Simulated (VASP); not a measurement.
Input of a VASP 6.6.1 run:

Contents of INCAR:

```
SYSTEM = CoSi2
  PREC = Accurate
  ENCUT = 520
  EDIFF = 1E-7
  ISMEAR = 0
  SIGMA = 0.1
  LREAL = .False.
  LASPH = .True.
  NELM = 100
  ALGO = Normal
  ISIF = 2
  LWAVE = .False.
  LCHARG = .True.
  GGA = PS
  LELF = .True.
  LVHAR = .True.
  NBANDS = 16
```

The input KPOINTS:

```
Automatic mesh
0
Gamma
  14 14 14
  0 0 0
```

File POSCAR:

```
CoSi2
1.0
    0.0000000000      2.6020142701      2.6020142701
    2.6020142701      0.0000000000      2.6020142701
    2.6020142701      2.6020142701      0.0000000000
Co Si
1 2
Direct
    0.0000000000      0.0000000000      0.0000000000
    0.2500000000      0.2500000000      0.2500000000
    0.7500000000      0.7500000000      0.7500000000
```

Potentials or basis: VASP PAW PBE potentials, release 64 (Co, Si).

Command:

```sh
$ cat potpaw_PBE.64/Co/POTCAR potpaw_PBE.64/Si/POTCAR > POTCAR
$ mpirun -np 1 vasp_std > vasp.out
```

Q: What does it give for the band gap on the k mesh?

A: Zero (an odd number of electrons rules out a gap without spin polarisation).

Q: What does it give for the pressure?

A: 14.0 GPa.

Caveat: the cell stands under pressure; the PAW data sets were made with another functional, which shifts forces and pressure a little; the run has no spin polarisation, though such a crystal can be magnetic. Spin polarisation is off, so any magnetic state and its effect on volume and gap are missing.
